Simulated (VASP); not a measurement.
W3C: single point with PBE

System: W3C, a slab with vacuum.

```
CELL_PARAMETERS angstrom
2.85459 0.00000 0.00000
-1.42730 2.47215 0.00000
0.00000 0.00000 21.69711
ATOMIC_POSITIONS crystal
W 0.66667 0.33333 0.18436
W 0.33333 0.66667 0.29260
W 0.00000 0.00000 0.40084
C 0.55556 0.44444 0.47873
```

```json
{"Program": "VASP 6.6.1", "Task": "single point", "Functional": "PBE", "Potentials or basis": "VASP PAW PBE potentials, release 64 (W_sv, C)", "Cutoff": "520 eV", "k mesh": "9 × 9 × 1", "Occupations": "gaussian, width 0.1 eV", "Spin": "no spin polarisation", "Dipole correction": "yes", "Further INCAR settings": "ALGO = Normal; EDIFF = 1e-07; NBANDS = 31"}
```

| Property | Result |
| --- | --- |
| Largest force | 3.680 eV/Å |
| Band gap on the k mesh | zero (bands 23 and 24 overlap by 1.28 eV) |

Forces on the atoms (eV/Å):
```
W    0.095 -0.055  0.003
W    0.008 -0.004  0.214
W    0.161 -0.093  3.450
C   -0.263  0.152 -3.667
```

Levels at points of the mesh, in eV from the Fermi level:
| k point | band 19 | band 20 | band 21 | band 22 | band 23 | band 24 | band 25 | band 26 | band 27 | band 28 |
| --- | --- | --- | --- | --- | --- | --- | --- | --- | --- | --- |
| (0.00, 0.00, 0.00) | -0.97 | -0.63 | -0.49 | -0.41 | -0.02 | 0.02 | 0.13 | 0.52 | 0.91 | 2.20 |

It took 2.5 min on 1 thread of AMD EPYC 9R45 96-Core Processor (Zen 5), with other jobs on the host, peak memory 0.31 GiB.

Caveat: spin-orbit coupling is left out, which moves the levels of the heavy elements.
